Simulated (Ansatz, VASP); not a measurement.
# Two plane-wave programs on TlSi2Pd2

```
Tl Si Pd
1.0
     0.00000    4.21455    0.00000
     4.21455    0.00000    0.00000
     2.10727    2.10727   -5.03320
Tl Si Pd
1 2 2
Direct
  0.00000 0.00000 0.00000
  0.38500 0.38500 0.23000
  0.61500 0.61500 0.77000
  0.75000 0.25000 0.50000
  0.25000 0.75000 0.50000
```

Alike in both runs: task single point; functional r2SCAN; k mesh 9 × 9 × 9; no spin polarisation.

|  | VASP | Ansatz |
| --- | --- | --- |
| version | VASP 6.6.1 | Ansatz 0.2.0 |
| potentials or method | VASP PAW PBE potentials, release 64 (Tl_d, Si, Pd), cutoff 520 eV | PAW plane waves |
| occupations | fermi-dirac, width 0.1 eV | fermi-dirac |
| valence electrons in the cell | 41 | 57 |

|  | VASP | Ansatz | Ansatz less VASP |
| --- | --- | --- | --- |
| pressure (GPa) | -1.9 | -2.1 | -0.16 |
| traceless stress, the component that is largest in VASP (GPa) | -0.45 | -0.41 | +0.043 |
| rms of the force components (eV/Å) | 0.325 | 0.333 | +0.0074 |

VASP's potentials were made for PBE, not for r2SCAN. Atom by atom the forces differ by 0.007 eV/Å (rms over components). VASP's potentials hold 41 valence electrons a cell and Ansatz's 57, so a difference there can come from the potentials and not from the codes.

Spin-orbit coupling is off throughout.
